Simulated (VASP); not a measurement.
Write the native input for VASP 6.6.1 that does the following.

| Quantity | Value |
| --- | --- |
| Task | single point |
| Functional | PBE |
| Potentials or basis | VASP PAW PBE potentials, release 64 (Ta_pv, N) |
| Cutoff | 520 eV |
| k mesh | 11 × 11 × 11 |
| Occupations | fermi-dirac, width 0.05 eV |
| Spin | no spin polarisation |
| Dipole correction | no |
| Further INCAR settings | ALGO = Normal; EDIFF = 1e-07; NBANDS = 15 |

The structure of TaN lies in POSCAR:

```
TaN
1.0
    0.0000000000      2.1970090812      2.1970090812
    2.1970090812      0.0000000000      2.1970090812
    2.1970090812      2.1970090812      0.0000000000
Ta N
1 1
Direct
    0.5000000000      0.5000000000      0.5000000000
    0.0000000000      0.0000000000      0.0000000000
```

One way to write it, as run:

INCAR

```
PREC = Accurate
ENCUT = 520
EDIFF = 1E-7
ISMEAR = -1
SIGMA = 0.05
LREAL = False
LASPH = True
NELM = 100
ALGO = Normal
ISIF = 2
LWAVE = False
LCHARG = False
GGA = PE
NBANDS = 15
```

KPOINTS

```
regular mesh
0
Gamma
  11 11 11
```

Potentials or basis: VASP PAW PBE potentials, release 64 (Ta_pv, N).

The run is started by

```sh
$ cat potpaw_PBE.64/Ta_pv/POTCAR potpaw_PBE.64/N/POTCAR > POTCAR
$ mpirun -np 1 vasp_std > vasp.out
```

Results of the run:

| Property | Result |
| --- | --- |
| Pressure | 6.3 GPa |
| Band gap on the k mesh | zero (band 8 reaches 11.26 eV, above the bottom of band 9 at 7.46 eV) |

Caveat: spin-orbit coupling is left out, which moves the levels of the heavy elements.

It took 6.5 s on 1 thread of Intel(R) Xeon(R) 6975P-C (Granite Rapids) (shared host), peak memory 0.15 GiB.
